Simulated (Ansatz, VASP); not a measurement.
**One calculation of In3Cu, two programs**

```
CELL_PARAMETERS angstrom
4.29532 -0.11315 -0.11315
-0.11315 4.29532 -0.11315
-0.11315 -0.11315 4.29532
ATOMIC_POSITIONS crystal
In 0.00000 0.50000 0.50000
In 0.50000 0.00000 0.50000
In 0.50000 0.50000 0.00000
Cu 0.00000 0.00000 0.00000
```

Alike in both runs: task single point; functional LDA; k mesh 10 × 10 × 10; occupations gaussian, width 0.15 eV; no spin polarisation.

```csv
,VASP,Ansatz
version,VASP 6.6.1,Ansatz 0.2.0
potentials or method,"VASP PAW LDA potentials, release 64 (In_d, Cu), cutoff 520 eV","scalar-relativistic, plane waves, PAW"
valence electrons in the cell,50,58
```

|  | VASP | Ansatz | Ansatz less VASP |
| --- | --- | --- | --- |
| gap on the k mesh at the Fermi level (eV) | none | none | - |
| pressure (GPa) | 1.9 | 1.8 | -0.14 |
| traceless stress, the component that is largest in VASP (GPa) | -0.10 | -0.12 | -0.016 |

LDA's correlation is that of Perdew and Zunger in VASP and of Perdew and Wang (1992) in Ansatz. A gap of «none» marks a metal or a gap that the smearing closes. VASP's potentials hold 50 valence electrons a cell and Ansatz's 58, so a difference there can come from the potentials and not from the codes.
